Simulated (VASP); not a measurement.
The system is BeS.

```
Be S
1.0
     3.46216    0.00000    0.00000
    -1.73108    2.99832    0.00000
     0.00000    0.00000    6.99243
Be S
2 2
Direct
  0.33333 0.66667 0.25000
  0.66667 0.33333 0.75000
  0.66667 0.33333 0.25000
  0.33333 0.66667 0.75000
```

Base run:

| Property | Result |
| --- | --- |
| Program | VASP 6.6.1 |
| Functional | r2SCAN |
| Potentials or basis | VASP PAW PBE potentials, release 64 (Be, S) |
| Cutoff | 520 eV |
| k mesh | 6 × 6 × 4 |
| Occupations | gaussian, width 0.01 eV |
| Spin | no spin polarisation |

Its results: band gap on the k mesh 4.50 eV, indirect (least direct gap 4.66 eV); pressure -0.1 GPa.

Q: The run is repeated on the same cell with these changes: functional from r2SCAN to PBE. What comes out?

A: Band gap on the k mesh 3.99 eV, indirect (least direct gap 4.14 eV); pressure 0.5 GPa.

r2SCAN gives the wider gap, since meta-GGAs in the generalised Kohn-Sham scheme recover part of the derivative discontinuity.

Caveats: the PAW data sets were made with another functional, which shifts forces and pressure a little (some runs).

A k mesh can miss the band edges.
